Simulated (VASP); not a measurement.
## NaCl: single point with PBE

NaCl:

```
Na Cl
1.0
     0.00000    2.80270    2.80270
     2.80270    0.00000    2.80270
     2.80270    2.80270    0.00000
Na Cl
1 1
Direct
  0.00000 0.00000 0.00000
  0.50000 0.50000 0.50000
```

| Property | Result |
| --- | --- |
| Program | VASP 6.6.1 |
| Task | single point |
| Functional | PBE |
| Potentials or basis | VASP PAW PBE potentials, release 64 (Na_pv, Cl) |
| Cutoff | 520 eV |
| k mesh | 6 × 6 × 6 |
| Occupations | gaussian, width 0.01 eV |
| Spin | no spin polarisation |

```
Pressure               : 1.2 GPa
Band gap on the k mesh : 5.18 eV, direct
```

Levels at points of the mesh, in eV from the valence-band top:
| k point | band 3 | band 4 | band 5 | band 6 | band 7 | band 8 | band 9 | band 10 | band 11 | band 12 |
| --- | --- | --- | --- | --- | --- | --- | --- | --- | --- | --- |
| (0.00, 0.00, 0.00) | -20.78 | -12.70 | 0.00 | 0.00 | 0.00 | 5.18 | 11.14 | 11.14 | 11.14 | 13.32 |
| (0.50, 0.00, 0.00) | -20.79 | -12.34 | -1.98 | -0.27 | -0.27 | 7.31 | 10.78 | 11.02 | 11.02 | 15.11 |
| (0.50, 0.50, 0.00) | -20.79 | -12.30 | -1.71 | -0.61 | -0.61 | 7.59 | 8.06 | 11.45 | 14.94 | 14.94 |

Wall time 6.1 s on 1 thread of Intel(R) Xeon(R) 6975P-C (Granite Rapids), with other jobs on the host, peak memory 0.15 GiB.
